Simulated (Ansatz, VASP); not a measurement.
## One calculation of B, two programs

INCAR

```
ALGO = Normal ; EDIFF = 1E-6
ENCUT = 520 ; GGA = PE
ISIF = 2 ; ISMEAR = -1
LASPH = T ; LCHARG = F
LREAL = F ; LWAVE = F
NBANDS = 8 ; NELM = 60
PREC = Accurate ; SIGMA = 0.05
```

File KPOINTS:

```
k-points
0
Gamma
  24 24 24
```

Contents of POSCAR:

```
B
1.0
    0.0000000000      1.4330658730      1.4330658730
    1.4330658730      0.0000000000      1.4330658730
    1.4330658730      1.4330658730      0.0000000000
B
1
Direct
    0.0000000000      0.0000000000      0.0000000000
```

Input for Ansatz:

```yaml
crystal:
  lattice:
    - [0.0, 1.433065873, 1.433065873]
    - [1.433065873, 0.0, 1.433065873]
    - [1.433065873, 1.433065873, 0.0]
  atoms:
    - { symbol: B, position: [0.0, 0.0, 0.0] }
kpoints:
  mp_grid: { grid: [24, 24, 24] }
  band_path:
    path:
      - [0.0, 0.0, 0.0]
      - [0.5, 0.0, 0.5]
      - [0.625, 0.25, 0.625]
      - [0.375, 0.375, 0.75]
      - [0.0, 0.0, 0.0]
      - [0.5, 0.5, 0.5]
      - [0.5, 0.25, 0.75]
      - [0.5, 0.0, 0.5]
    npoints: 14
scf:
  occupations: { method: fermi_dirac, width: 0.05 }
hamiltonian:
  xc: pbe
  pseudopotentials: { kind: all_electron, lapw: { basis_error: 0.001 } }
output:
  forces: true
  stress: true
  eigenvalues: true
  populations: true
  dos: { projected: true, de: 0.2, e_range: [-14, 8] }
```

Alike in both runs: task single point; functional PBE; k mesh 24 × 24 × 24; occupations fermi-dirac, width 0.05 eV; no spin polarisation.

|  | VASP | Ansatz |
| --- | --- | --- |
| version | VASP 6.6.1 | Ansatz 0.2.0 |
| potentials or method | VASP PAW PBE potentials, release 64 (B), cutoff 520 eV | all-electron LAPW, scalar-relativistic |

|  | VASP | Ansatz | Ansatz less VASP |
| --- | --- | --- | --- |
| pressure (GPa) | 0.0 | 0.1 | +0.02 |

Ansatz ran all-electron here, and VASP with PAW potentials.
